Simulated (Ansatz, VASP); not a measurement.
## One calculation of Ni, two programs

The input INCAR:

```
SYSTEM = Ni
PREC     = Accurate       ! precision mode
ENCUT    = 520            ! plane-wave cutoff, eV
EDIFF    = 1E-6           ! SCF threshold, eV
ISMEAR   = -1             ! smearing method
SIGMA    = 0.1            ! smearing width, eV
LREAL    = .False.        ! projectors in reciprocal space
LASPH    = .True.         ! aspherical terms in the spheres
NELM     = 150            ! most SCF steps
ALGO     = Normal         ! electronic algorithm
ISIF     = 2              ! what is computed and relaxed
LWAVE    = .False.        ! write WAVECAR
LCHARG   = .False.        ! write CHGCAR
ISPIN    = 2              ! spin polarisation
MAGMOM   = 1.5 1.5        ! initial moments
LORBIT   = 11             ! projections on sites
LMAXMIX  = 4              ! l up to which the mixer works
GGA      = PS             ! functional
NBANDS   = 21             ! bands
```

The input KPOINTS:

```
regular mesh
0
Gamma
  13 13 7
  0 0 0
```

File POSCAR:

```
Ni
1.0
    2.4480230000      0.0000000000      0.0000000000
   -1.2240110000      2.1200500000      0.0000000000
    0.0000000000      0.0000000000      4.0728080000
Ni
2
Direct
    0.3333333333      0.6666666667      0.2500000000
    0.6666666667      0.3333333333      0.7500000000
```

Input for Ansatz:

```yaml
crystal:
  lattice:
    - [2.448023, 0.0, 0.0]
    - [-1.224011, 2.12005, 0.0]
    - [0.0, 0.0, 4.072808]
  atoms:
    - { symbol: Ni, position: [0.3333333333333333, 0.6666666666666666, 0.25], spin: 1.5 }
    - { symbol: Ni, position: [0.6666666666666666, 0.3333333333333333, 0.75], spin: 1.5 }
basis:
  ecutwfc: 500.0
kpoints:
  mp_grid:
    grid: [13, 13, 7]
hamiltonian:
  xc: pbesol
  pseudopotentials:
    kind: paw
magnetization:
  spin_polarized: true
scf:
  occupations:
    method: fermi_dirac
    width: 0.1
output:
  stress: true
```

Alike in both runs: task single point; functional PBEsol; k mesh 13 × 13 × 7; occupations fermi-dirac, width 0.1 eV; collinear spin.

|  | VASP | Ansatz |
| --- | --- | --- |
| version | VASP 6.6.1 | Ansatz 0.2.0 |
| potentials or method | VASP PAW PBE potentials, release 64 (Ni), cutoff 520 eV | plane waves, PAW |
| valence electrons in the cell | 20 | 36 |

VASP gave:

- pressure (GPa): -3.0
- traceless stress, the component that is largest in VASP (GPa): -2.42
- net moment per atom (μB): 0.61
- size of the moment on the site where the two differ most (μB): 0.62

Task: Estimate Ansatz's values.

Result: Pressure (GPa): -2.9; traceless stress, the component that is largest in VASP (GPa): -2.40; net moment per atom (μB): 0.62; size of the moment on the site where the two differ most (μB): 0.66.

VASP's potentials were made for PBE, not for PBEsol. Site moments also hang on the region over which each program counts them. With one functional, cell and mesh, what is left measures potentials, basis and numerics. VASP's potentials hold 20 valence electrons a cell and Ansatz's 36, so a difference there can come from the potentials and not from the codes.
